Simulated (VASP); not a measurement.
Runs of VASP 6.6.1 on Cu. The structure is that of space group P6_3/mmc (No. 194), or close to it. The cells are those of the table. This isn't the form of Cu at room conditions, which is fcc.

```tsv
cell	gap on the mesh (eV)	pressure (GPa)
a = 2.617, b = 2.617, c = 8.550 Å, angles 90.0, 90.0, 120.0°, 4 atoms	none	(b)
a = 2.451, b = 2.451, c = 8.007 Å, angles 90.0, 90.0, 120.0°, 4 atoms	none	(a)
a = 2.415, b = 2.415, c = 7.890 Å, angles 90.0, 90.0, 120.0°, 4 atoms	none	30.1
a = 2.486, b = 2.486, c = 8.122 Å, angles 90.0, 90.0, 120.0°, 4 atoms	none	8.3
a = 2.586, b = 2.586, c = 8.447 Å, angles 90.0, 90.0, 120.0°, 4 atoms	none	-9.6
```

Alike in all rows: task single point; level PBEsol; potentials or basis VASP PAW PBE potentials, release 64 (Cu); no spin polarisation; k mesh 16 × 16 × 5; cutoff (eV) 520; smearing fermi-dirac 0.1 eV.

**Question.** Estimate the missing entries.

**Answer.** (a) 18.0; (b) -13.3.

Caveats: the PAW data sets were made with another functional, which shifts forces and pressure a little; the cell stands under pressure (at least some runs); the cell stands under tension (at least some runs).

A gap of «none» marks levels without a gap at the run's occupations.
